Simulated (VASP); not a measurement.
Input of a VASP 6.6.1 run:

File INCAR:

```
  PREC = Accurate
  ENCUT = 520
  EDIFF = 1E-6
  ISMEAR = 0
  SIGMA = 0.2
  LREAL = False
  LASPH = True
  NELM = 100
  ALGO = Normal
  ISIF = 2
  LWAVE = False
  LCHARG = False
  GGA = PE
  NBANDS = 17
```

The input KPOINTS:

```
Automatic mesh
0
Gamma
  6 6 4
```

POSCAR

```
Mg2C
1.0
    3.3160758653      0.0000000000      0.0000000000
    0.0000000000      3.3160758653      0.0000000000
    0.0000000000      0.0000000000      8.5839110567
Mg C
4 2
Direct
    1.0000000000      0.0000000000      0.0000000000
    1.0000000000      0.0000000000      0.5000000000
    0.5000000000      0.5000000000      0.2500000000
    0.5000000000      0.5000000000      0.7500000000
    0.0000000000      0.0000000000      0.2500000000
    0.0000000000      0.0000000000      0.7500000000
```

Potentials or basis: VASP PAW PBE potentials, release 64 (Mg, C).

Command:

```bash
$ cat potpaw_PBE.64/Mg/POTCAR potpaw_PBE.64/C/POTCAR > POTCAR
$ mpirun -np 1 vasp_std > vasp.out
```

(1) What does it give for the band gap on the k mesh?

(2) What does it give for the pressure?

## Answers

(1) zero (bands 8 and 9 overlap by 1.02 eV).

(2) -0.3 GPa.
